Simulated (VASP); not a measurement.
Set up this calculation in VASP 6.6.1, as the native input.

```
Task                   : single point
Functional             : r2SCAN
Potentials or basis    : VASP PAW PBE potentials, release 64 (Cl, Li_sv, I)
Cutoff                 : 520 eV
k mesh                 : 6 × 6 × 6
Occupations            : gaussian, width 0.01 eV
Spin                   : no spin polarisation
Dipole correction      : no
Further INCAR settings : ALGO = Normal; EDIFF = 1e-07; NBANDS = 18
```

The system is Li2ICl.

```
Cl Li I
1.0
     3.85187    0.00000    0.00000
     0.00000    3.85187    0.00000
     0.00000    0.00000    5.57452
Cl Li I
1 2 1
Direct
  0.00000 0.00000 0.00000
  0.00000 0.00000 0.50000
  0.50000 0.50000 0.00000
  0.50000 0.50000 0.50000
```

This cell differs from its parent crystal: biaxial xy strain -4.2%.

These files were run (other wordings do the same):

POSCAR

```
Li2ICl
1.0
    3.8518742662      0.0000000000      0.0000000000
    0.0000000000      3.8518742662      0.0000000000
    0.0000000000      0.0000000000      5.5745160128
Cl Li I
1 2 1
Direct
    0.0000000000      0.0000000000      0.0000000000
    0.0000000000      0.0000000000      0.5000000000
    0.5000000000      0.5000000000      0.0000000000
    0.5000000000      0.5000000000      0.5000000000
```

INCAR.step1

```
SYSTEM = Li2ICl
  PREC = Accurate
  ENCUT = 520
  ISMEAR = 0
  SIGMA = 0.01
  LREAL = .FALSE.
  LASPH = .TRUE.
  NELM = 100
  NBANDS = 18
  GGA = PE
  ALGO = Normal
  EDIFF = 1E-4
  LWAVE = .TRUE.
  LCHARG = .FALSE.
```

INCAR.step2

```
SYSTEM = Li2ICl
  PREC = Accurate
  ENCUT = 520
  EDIFF = 1E-7
  ISMEAR = 0
  SIGMA = 0.01
  LREAL = .FALSE.
  LASPH = .TRUE.
  NELM = 100
  ALGO = Normal
  ISIF = 2
  LWAVE = .FALSE.
  LCHARG = .TRUE.
  METAGGA = R2SCAN
  LMIXTAU = .TRUE.
  LELF = .TRUE.
  LVHAR = .TRUE.
  NBANDS = 18
  ISTART = 1
```

KPOINTS

```
Automatic mesh
0
G
  6 6 6
  0 0 0
```

Potentials or basis: VASP PAW PBE potentials, release 64 (Cl, Li_sv, I).

Command:

```bash
$ cat potpaw_PBE.64/Cl/POTCAR potpaw_PBE.64/Li_sv/POTCAR potpaw_PBE.64/I/POTCAR > POTCAR
$ cp INCAR.step1 INCAR
$ mpirun -np 1 vasp_std > vasp.out
$ cp INCAR.step2 INCAR
$ mpirun -np 1 vasp_std > vasp.out
```

It gave:

* Band gap on the k mesh: 5.02 eV, direct

Caveat: the cell differs from its parent crystal (biaxial xy strain -4.2%); spin-orbit coupling is left out, which moves the levels of the heavy elements.

Wall time 100 s on 1 thread of Intel(R) Xeon(R) 6975P-C (Granite Rapids), with other jobs on the host, peak memory 0.22 GiB.
